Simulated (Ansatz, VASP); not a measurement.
**TiB2 in VASP and in Ansatz**

```
Ti B
1.0
     3.03180    0.00000    0.00000
    -1.51590    2.62562    0.00000
     0.00000    0.00000    3.22423
Ti B
1 2
Direct
  0.00000 0.00000 0.00000
  0.33333 0.66667 0.50000
  0.66667 0.33333 0.50000
```

Alike in both runs: task relaxation of cell and atoms; functional PBE; dispersion D3(BJ); k mesh 18 × 18 × 14; occupations gaussian, width 0.1 eV; no spin polarisation.

|  | VASP | Ansatz |
| --- | --- | --- |
| version | VASP 6.6.1 | Ansatz 0.2.0 |
| potentials or method | VASP PAW PBE potentials, release 64 (Ti_sv, B), cutoff 600 eV | scalar-relativistic, plane waves, PAW |
| valence electrons in the cell | 18 | 18 |

```tsv
	VASP	Ansatz	Ansatz less VASP
gap on the k mesh at the Fermi level, each at its own relaxed structure (eV)	none	none	-
relaxed volume (Å³/atom)	8.29	8.29	-0.004
relaxed cell length with the largest relative difference (Å)	3.182	3.182	-0.0006
```

A gap of «none» marks a metal or a gap that the smearing closes.
